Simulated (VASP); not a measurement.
Input of a VASP 6.6.1 run:

INCAR

```
ALGO     = Normal         # electronic algorithm
EDIFF    = 1E-6           # SCF threshold, eV
ENCUT    = 500            # plane-wave cutoff, eV
GGA      = PE             # functional
GGA_COMPAT= False        
ISIF     = 2              # what is computed and relaxed
ISMEAR   = -1             # smearing method
LASPH    = True           # aspherical terms in the spheres
LCHARG   = False          # write CHGCAR
LREAL    = False          # projectors in reciprocal space
LWAVE    = False          # write WAVECAR
NBANDS   = 35             # bands
NELM     = 120            # most SCF steps
PREC     = Accurate       # precision mode
SIGMA    = 0.02           # smearing width, eV
```

The input KPOINTS:

```
k-points
0
Gamma
  12 12 2
```

The input POSCAR:

```
WS2
1.0
    3.1699462934      0.0000000000      0.0000000000
   -1.5849731467      2.7452540187      0.0000000000
    0.0000000000      0.0000000000     11.9914277304
W S
2 4
Direct
    0.3333333333      0.6666666667      0.2500000000
    0.6666666667      0.3333333333      0.7500000000
    0.6666666667      0.3333333333      0.3798189439
    0.6666666667      0.3333333333      0.1201810561
    0.3333333333      0.6666666667      0.8798189439
    0.3333333333      0.6666666667      0.6201810561
```

Potentials or basis: VASP PAW PBE potentials, release 64 (W_sv, S).

Launch:

```sh
$ cat potpaw_PBE.64/W_sv/POTCAR potpaw_PBE.64/S/POTCAR > POTCAR
$ mpirun -np 1 vasp_std > vasp.out
```

(1) Predict the pressure.

(2) Predict the largest force.

Results:

(1) 4.6 GPa.

(2) 0.215 eV/Å.

Caveat: the cell differs from its parent crystal (uniaxial z strain -4.0%); this functional lacks dispersion, which binds the layers, so the pressure and a relaxed spacing across them are unreliable.
